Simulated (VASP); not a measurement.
A run of VASP 6.6.1 is set up as follows.

File INCAR:

```
PREC     = Accurate       # precision mode
ENCUT    = 520            # plane-wave cutoff, eV
EDIFF    = 1E-6           # SCF threshold, eV
ISMEAR   = 0              # smearing method
SIGMA    = 0.15           # smearing width, eV
LREAL    = F              # projectors in reciprocal space
LASPH    = T              # aspherical terms in the spheres
NELM     = 80             # most SCF steps
ALGO     = Normal         # electronic algorithm
ISIF     = 2              # what is computed and relaxed
LWAVE    = F              # write WAVECAR
LCHARG   = T              # write CHGCAR
GGA      = PE             # functional
LELF     = T              # ELF
LVHAR    = T            
NBANDS   = 10             # bands
```

Contents of KPOINTS:

```
regular mesh
0
Gamma
  22 22 22
```

POSCAR

```
Ir
1.0
    0.0000000000      2.2007663408      1.6160227241
    2.2007663408      0.0000000000      1.6160227241
    2.2007663408      2.2007663408      0.0000000000
Ir
1
Direct
    0.0000000000      0.0000000000      0.0000000000
```

Potentials or basis: VASP PAW PBE potentials, release 64 (Ir).

The run is started by

```bash
$ cat potpaw_PBE.64/Ir/POTCAR > POTCAR
$ mpirun -np 1 vasp_std > vasp.out
```

Estimate the band gap on the k mesh.

zero (an odd number of electrons rules out a gap without spin polarisation).

Predict the pressure.

-11.2 GPa.

Stress tensor (GPa, compression positive):
```
-17.29   0.00   0.00
  0.00 -17.29   0.00
  0.00   0.00   1.04
```

Caveat: the cell stands under tension; spin-orbit coupling is left out, which moves the levels of the heavy elements.
